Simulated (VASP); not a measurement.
# BaS: single point with HSE06

The system is BaS.

```
Ba S
1.0
    -0.03590    3.51941    3.51941
     3.51941   -0.03590    3.51941
     3.48351    3.48351    0.00000
Ba S
1 1
Direct
  0.99793 0.99793 0.00207
  0.25207 0.25207 0.24793
```

This cell differs from its parent crystal: shear xy strain -2.0%.

- Program: VASP 6.6.1
- Task: single point
- Functional: HSE06
- Potentials or basis: VASP PAW PBE potentials, release 64 (Ba_sv, S)
- Cutoff: 520 eV
- k mesh: 4 × 4 × 4
- Occupations: gaussian, width 0.01 eV
- Spin: no spin polarisation

```
Pressure               : 0.2 GPa
Band gap on the k mesh : 3.64 eV (least direct gap 4.33 eV)
```

Stress tensor (GPa, compression positive):
```
0.16 0.16 0.00
0.16 0.16 0.00
0.00 0.00 0.15
```

Levels at points of the mesh, in eV from the valence-band top:
| k point | band 4 | band 5 | band 6 | band 7 | band 8 | band 9 | band 10 | band 11 | band 12 | band 13 |
| --- | --- | --- | --- | --- | --- | --- | --- | --- | --- | --- |
| (0.00, 0.00, 0.00) | -11.95 | -10.94 | -0.74 | -0.71 | -0.69 | 3.64 | 6.18 | 6.18 | 8.09 | 8.12 |
| (0.50, 0.00, 0.00) | -11.99 | -10.10 | -0.65 | -0.43 | -0.42 | 5.43 | 6.24 | 6.40 | 6.43 | 7.48 |
| (0.50, 0.50, 0.00) | -12.06 | -9.89 | -1.13 | -0.02 | 0.00 | 4.37 | 5.58 | 7.46 | 7.47 | 7.59 |
| (0.00, 0.00, 0.50) | -11.99 | -10.13 | -0.61 | -0.45 | -0.44 | 5.46 | 6.27 | 6.35 | 6.48 | 7.54 |
| (0.50, 0.00, 0.50) | -12.06 | -9.89 | -1.14 | -0.01 | -0.01 | 4.38 | 5.58 | 7.45 | 7.46 | 7.60 |

Wall time 19 min on 1 thread of AMD EPYC 9R45 (Zen 5), with other jobs on the host, peak memory 0.31 GiB.

Caveat: the cell differs from its parent crystal (shear xy strain -2.0%); the PAW data sets were made with another functional, which shifts forces and pressure a little; spin-orbit coupling is left out, which moves the levels of the heavy elements. A k mesh can miss the band edges.
